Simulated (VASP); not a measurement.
# HCl (Fm-3m) in VASP: notebook

Runs on HCl. Level: PBEsol. Tasks: single point, relaxation of cell and atoms.

All numbers are computed with VASP 6.6.1; they aren't measurements. Logs are shortened: lines on timing, memory, paths and dates and some standing lists are left out, and cuts for length are marked.

### Step 1. The cell of the first run

Symmetry: Fm-3m, No. 225, cubic system. Conventional cell: a = 4.443 Å, b = 4.443 Å, c = 4.443 Å, α = 90.00°, β = 90.00°, γ = 90.00°. H (site symmetry m-3m) has 6 Cl at 2.22 Å within 2.9 Å. Within 2.9 Å of Cl (site symmetry m-3m) lie 6 H at 2.22 Å.

### Step 2. Single point, PBEsol

Contents of INCAR:

```
SYSTEM = HCl
  PREC = Accurate
  ENCUT = 520
  EDIFF = 1E-6
  ISMEAR = 0
  SIGMA = 0.1
  LREAL = .False.
  LASPH = .True.
  NELM = 80
  ALGO = Normal
  ISIF = 2
  LWAVE = .False.
  LCHARG = .False.
  GGA = PS
  NBANDS = 11
```

Contents of KPOINTS:

```
regular mesh
0
Gamma
  16 16 16
  0 0 0
```

Contents of POSCAR:

```
HCl
1.0
    0.0000000000      2.2216042082      2.2216042082
    2.2216042082      0.0000000000      2.2216042082
    2.2216042082      2.2216042082      0.0000000000
H Cl
1 1
Direct
    0.0000000000      0.0000000000      0.0000000000
    0.5000000000      0.5000000000      0.5000000000
```

Potentials or basis: VASP PAW PBE potentials, release 64 (H, Cl).

Command:

```bash
$ cat potpaw_PBE.64/H/POTCAR potpaw_PBE.64/Cl/POTCAR > POTCAR
$ mpirun -np 1 vasp_std > vasp.out
```

OUTCAR:

```text
SYSTEM = HCl
   PREC = Accurate
   ENCUT = 520
   EDIFF = 1E-6
   ISMEAR = 0
   LREAL = .False.
   LASPH = .True.
   NELM = 80
   ISIF = 2
   GGA = PS

 ion  position               nearest neighbor table
   1  0.000  0.000  0.000-
   2  0.500  0.500  0.500-

  LATTYP: Found a face centered cubic cell.
 ALAT       =     4.4432084164

  Lattice vectors:

 A1 = (   0.0000000000,   2.2216042082,   2.2216042082)
 A2 = (   2.2216042082,   0.0000000000,   2.2216042082)
 A3 = (   2.2216042082,   2.2216042082,   0.0000000000)

Analysis of symmetry for initial positions (statically):
=====================================================================
 Subroutine PRICEL returns:
 Original cell was already a primitive cell.

 Routine SETGRP: Setting up the symmetry group for a
 face centered cubic supercell.

 Subroutine GETGRP returns: Found 48 space group operations
 (whereof 48 operations were pure point group operations)
 out of a pool of 48 trial point group operations.

The static configuration has the point symmetry O_h .

Analysis of symmetry for dynamics (positions and initial velocities):
=====================================================================
 Subroutine PRICEL returns:
 Original cell was already a primitive cell.

 Routine SETGRP: Setting up the symmetry group for a
 face centered cubic supercell.

 Subroutine GETGRP returns: Found 48 space group operations
 (whereof 48 operations were pure point group operations)
 out of a pool of 48 trial point group operations.

The dynamic configuration has the point symmetry O_h .

 Subroutine INISYM returns: Found 48 space group operations
 (whereof 48 operations are pure point group operations),
 and found     1 'primitive' translations

----------------------------------------------------------------------------------------

                                     Primitive cell

  volume of cell :      21.9296

  direct lattice vectors                    reciprocal lattice vectors
     0.000000000  2.221604208  2.221604208    -0.225062591  0.225062591  0.225062591
     2.221604208  0.000000000  2.221604208     0.225062591 -0.225062591  0.225062591
     2.221604208  2.221604208  0.000000000     0.225062591  0.225062591 -0.225062591

  length of vectors
     3.141822801  3.141822801  3.141822801     0.389819843  0.389819843  0.389819843

  position of ions in fractional coordinates (direct lattice)
     0.000000000  0.000000000  0.000000000
     0.500000000  0.500000000  0.500000000

  ion indices of the primitive-cell ions
   primitive index   ion index
                 1           1
                 2           2

----------------------------------------------------------------------------------------

 KPOINTS: regular mesh

Automatic generation of k-mesh.
 Grid dimensions read from file:
 generate k-points for:   16   16   16

 Generating k-lattice:

  Cartesian coordinates                     Fractional coordinates (reciprocal lattice)
    -0.014066412  0.014066412  0.014066412     0.062500000  0.000000000  0.000000000
     0.014066412 -0.014066412  0.014066412     0.000000000  0.062500000  0.000000000
     0.014066412  0.014066412 -0.014066412     0.000000000  0.000000000  0.062500000

  Length of vectors
     0.024363740  0.024363740  0.024363740

  Shift w.r.t. Gamma in fractional coordinates (k-lattice)
     0.000000000  0.000000000  0.000000000

 Subroutine IBZKPT returns following result:
 ===========================================

 Found    145 irreducible k-points:

 Following reciprocal coordinates:
            Coordinates               Weight
  0.000000  0.000000  0.000000      1.000000
  0.062500  0.000000  0.000000      8.000000
  0.125000  0.000000  0.000000      8.000000
  0.187500  0.000000  0.000000      8.000000
  0.250000  0.000000  0.000000      8.000000
  0.312500  0.000000  0.000000      8.000000
[... 16 lines left out ...]
 -0.125000  0.062500  0.000000     24.000000
 -0.062500  0.062500  0.000000     12.000000
 [... further k-points ...]
   k-points           NKPTS =    145   k-points in BZ     NKDIM =    145   number of bands    NBANDS=     11
   number of dos      NEDOS =    301   number of ions     NIONS =      2
   total plane-waves  NPLWV =  13824
   dimension x,y,z NGX =    24 NGY =   24 NGZ =   24
   dimension x,y,z NGXF=    48 NGYF=   48 NGZF=   48
   ions per type =               1   1
   NGX,Y,Z   is equivalent  to a cutoff of  12.70, 12.70, 12.70 a.u.
   NGXF,Y,Z  is equivalent  to a cutoff of  25.40, 25.40, 25.40 a.u.
 SYSTEM =  HCl
   PREC   = accura    normal or accurate (medium, high low for compatibility)
   ISTART =      0    job   : 0-new  1-cont  2-samecut
   ICHARG =      2    charge: 1-file 2-atom 10-const
   ISPIN  =      1    spin polarized calculation?
   LNONCOLLINEAR =      F non collinear calculations
   LSORBIT =      F    spin-orbit coupling
   LASPH  =      T    aspherical Exc in radial PAW
   ENCUT  =  520.0 eV  38.22 Ry    6.18 a.u.   5.84  5.84  5.84*2*pi/ulx,y,z
   NELM   =     80;   NELMIN=  2; NELMDL= -5     # of ELM steps
   EDIFF  = 0.1E-05   stopping-criterion for ELM
   LREAL  =      F    real-space projection
   EDIFFG = 0.1E-04   stopping-criterion for IOM
   NSW    =      0    number of steps for IOM
   IBRION =     -1    ionic relax: 0-MD 1-quasi-New 2-CG
   NFREE  =      0    steps in history (QN), initial steepest desc. (CG)
   ISIF   =      2    stress and relaxation
   ISYM   =      2    0-nonsym 1-usesym 2-fastsym
   POTIM  = 0.5000    time-step for ionic-motion
   TEBEG  =    0.0;   TEEND  =   0.0 temperature during run
   PSTRESS=    0.0 pullay stress
   NELECT =       8.0000    total number of electrons
   NUPDOWN=      -1.0000    fix difference up-down
   EMIN   =  10.00;   EMAX   =-10.00  energy-range for DOS
   EFERMI =   0.00;   METHOD = LEGACY
   ISMEAR =     0;   SIGMA  =   0.10  broadening in eV -4-tet -1-fermi 0-gaus
   EFERMI_NEDOS =   21; number of points for ismear=-14 and -15
   IALGO  =     38    algorithm
   IMIX   =      4    mixing-type and parameters
     AMIX     =   0.40;   BMIX     =  1.00
     AMIX_MAG =   1.60;   BMIX_MAG =  1.00
  volume/ion in A,a.u.               =      10.96        73.99
  Fermi-wavevector in a.u.,A,eV,Ry     =   1.169755  2.210516 18.617207  1.368326
  Thomas-Fermi vector in A             =   2.306223
   LORBIT       =      0    0 simple, 1 ext, 2 COOP (PROOUT), +10 PAW based schemes
   GGA     = PS    functional components
   LHFCALC =     F    Hartree Fock is set to
   AEXX    =    0.0000 exact exchange contribution
   IVDW    =     0    specifies the selected vdW correction
   LEPSILON=     F    determine dielectric tensor
   LRPA    =     F    only Hartree local field effects (RPA)
 non-spin polarized calculation
 Gauss-broadening in eV      SIGMA  =   0.10
  energy-cutoff  :      520.00
  volume of cell :       21.93
 maximum number of plane-waves:       609
   NGX = 11   NGY = 11   NGZ = 11

 number of electron       8.0000001 magnetization

 Free energy of the ion-electron system (eV)
  ---------------------------------------------------
  ext. energy  EPLUGINS =         0.00000000
  ---------------------------------------------------
  free energy    TOTEN  =        -4.11500641 eV

  energy without entropy =       -4.11204128  energy(sigma->0) =       -4.11352384

 E-fermi :   3.2950     XC(G=0): -10.5113

 val. band max:        3.2698648883   @ k =  -0.1875   0.0625   0.0000
 cond. band min:       3.2949905076   @ k =   0.0625   0.0625   0.0000
 fundamental gap:      0.0251256193
 Fermi energy:         3.2949568014

 k-point     1 :       0.0000    0.0000    0.0000
  band No.  band energies     occupation
      1     -12.9070      2.00000
      2       3.3897      0.18036
      3       3.3897      0.18036
      4       3.3897      0.18036
      5       4.3222      0.00000
      6      15.9480      0.00000
      7      15.9480      0.00000
      8      15.9480      0.00000
      9      19.7470      0.00000
     10      19.7470      0.00000
     11      20.2445      0.00000

 k-point     2 :       0.0625    0.0000    0.0000
  band No.  band energies     occupation
      1     -12.8507      2.00000
      2       2.6326      2.00000
      3       3.3656      0.31794
      4       3.3656      0.31794
      5       4.9612      0.00000
      6      15.7029      0.00000
      7      16.0386      0.00000
      8      16.0386      0.00000
      9      19.3396      0.00000
     10      19.3396      0.00000
     11      19.8083      0.00000

 k-point     3 :       0.1250    0.0000    0.0000
  band No.  band energies     occupation
      1     -12.6845      2.00000
      2       1.4798      2.00000
      3       3.2983      0.96265
      4       3.2983      0.96265
      5       5.7679      0.00000
      6      15.0790      0.00000
      7      16.2167      0.00000
      8      16.2167      0.00000
      9      18.6744      0.00000
     10      18.6744      0.00000
     11      19.2185      0.00000

 k-point     4 :       0.1875    0.0000    0.0000
  band No.  band energies     occupation
      1     -12.4182      2.00000
      2       0.2752      2.00000
      3       3.2020      1.81158
      4       3.2020      1.81157
      5       6.4327      0.00000
      6      14.2612      0.00000
      7      16.1400      0.00000
      8      16.1400      0.00000
      9      18.5119      0.00000
     10      18.5119      0.00000
     11      19.0175      0.00000
[... 239 lines left out ...]
 k-point    22 :      -0.1875    0.0625    0.0000
  band No.  band energies     occupation
      1     -12.2646      2.00000
      2      -0.1685      2.00000
      3       2.8486      2.00000
      4       3.2699      1.27730
      5       6.6836      0.00000
      6      14.0356      0.00000
      7      15.6777      0.00000
      8      16.0430      0.00000
      9      17.8005      0.00000
     10      19.5964      0.00000
     11      19.6576      0.00000

 k-point    23 :      -0.1250    0.0625    0.0000
  band No.  band energies     occupation
      1     -12.5582      2.00000
      2       0.9522      2.00000
      3       3.0106      1.99994
      4       3.3500      0.43633
      5       6.1450      0.00000
      6      14.8220      0.00000
      7      15.9172      0.00000
      8      16.3497      0.00000
      9      17.6681      0.00000
     10      18.9911      0.00000
     11      19.9417      0.00000

 k-point    24 :      -0.0625    0.0625    0.0000
  band No.  band energies     occupation
      1     -12.7577      2.00000
      2       1.9688      2.00000
      3       3.1949      1.84294
      4       3.3847      0.20420
      5       5.4973      0.00000
      6      15.3805      0.00000
      7      16.1071      0.00000
      8      16.1550      0.00000
      9      18.4234      0.00000
     10      18.9597      0.00000
     11      20.1220      0.00000

 [... further k-points ...]

------------------------ aborting loop because EDIFF is reached ----------------------------------------

  FORCE on cell =-STRESS in cart. coord.  units (eV):
  Direction    XX          YY          ZZ          XY          YZ          ZX
  --------------------------------------------------------------------------------------
  -------------------------------------------------------------------------------------
  Total       -0.0183179     -0.0183179     -0.0183179      0.0000000      0.0000000     -0.0000000
  in kB       -1.3383071     -1.3383071     -1.3383071      0.0000000      0.0000000     -0.0000000
  external PRESSURE =      -1.3383071 kB  Pullay stress =       0.0000000 kB

 VOLUME and BASIS-vectors are now :
 -----------------------------------------------------------------------------
  energy-cutoff  :      520.00
  volume of cell :       21.93
      direct lattice vectors                 reciprocal lattice vectors
     0.000000000  2.221604208  2.221604208    -0.225062591  0.225062591  0.225062591
     2.221604208  0.000000000  2.221604208     0.225062591 -0.225062591  0.225062591
     2.221604208  2.221604208  0.000000000     0.225062591  0.225062591 -0.225062591

 POSITION                                       TOTAL-FORCE (eV/Angst)
 -----------------------------------------------------------------------------------
      0.00000      0.00000      0.00000         0.000000     -0.000000     -0.000000
      2.22160      2.22160      2.22160        -0.000000      0.000000      0.000000
 -----------------------------------------------------------------------------------
    total drift:                               -0.000000     -0.000000      0.000000

  FREE ENERGIE OF THE ION-ELECTRON SYSTEM (eV)
  ---------------------------------------------------
  free  energy   TOTEN  =        -4.1150064069 eV

  energy  without entropy=       -4.1120412752  energy(sigma->0) =       -4.11352384
```

It took 28 s on 1 thread of Intel Xeon 8259CL, shared host; peak memory 0.15 GiB.

What came out:

```
Free energy            : -4.1150 eV
Pressure               : -0.1 GPa
Band gap on the k mesh : zero (bands 4 and 5 overlap by 1.44 eV)
```

Levels at points of the mesh, in eV from the Fermi level:
```csv
k point,band 2,band 3,band 4,band 5,band 6,band 7
"(0.00, 0.00, 0.00)",0.09,0.09,0.09,1.03,12.65,12.65
"(0.50, 0.00, 0.00)",-6.99,-0.45,-0.45,4.54,8.07,11.00
"(0.50, 0.50, 0.00)",-4.97,-1.88,-1.88,-1.34,7.84,17.74
```

Caveat: the PAW data sets were made with another functional, which shifts forces and pressure a little.

[end of part 1 of 2]
